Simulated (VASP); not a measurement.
Write the native input for VASP 6.6.1 that does the following.

- Task: single point
- Functional: PBE
- Potentials or basis: VASP PAW PBE potentials, release 64 (Hf_pv)
- Cutoff: 520 eV
- k mesh: 14 × 14 × 14
- Occupations: fermi-dirac, width 0.1 eV
- Spin: no spin polarisation
- Dipole correction: no
- Further INCAR settings: ALGO = Normal; EDIFF = 1e-07; NBANDS = 17

The structure of Hf lies in POSCAR:

```
Hf
1.0
    0.0000000000      2.3434302799      2.3434302799
    2.3434302799      0.0000000000      2.3434302799
    2.3434302799      2.3434302799      0.0000000000
Hf
2
Direct
   -0.1250000000     -0.1250000000     -0.1250000000
    0.1250000000      0.1250000000      0.1250000000
```

These files were run (other wordings do the same):

INCAR

```
ALGO = Normal
EDIFF = 1E-7
ENCUT = 520
GGA = PE
ISIF = 2
ISMEAR = -1
LASPH = True
LCHARG = False
LREAL = False
LWAVE = False
NBANDS = 17
NELM = 60
PREC = Accurate
SIGMA = 0.1
```

KPOINTS

```
k-points
0
Gamma
  14 14 14
```

Potentials or basis: VASP PAW PBE potentials, release 64 (Hf_pv).

Launch:

```bash
$ cat potpaw_PBE.64/Hf_pv/POTCAR > POTCAR
$ mpirun -np 1 vasp_std > vasp.out
```

Results of the run:

```yaml
Pressure: 239.8 GPa
Band_gap_on_the_k_mesh: zero (band 10 reaches 10.80 eV, above the bottom of band 11 at 7.82 eV)
```

Caveat: spin-orbit coupling is left out, which moves the levels of the heavy elements.

Run time: 21 s on 1 thread of Intel(R) Xeon(R) 6975P-C (Granite Rapids), on a shared host, peak memory 0.18 GiB.
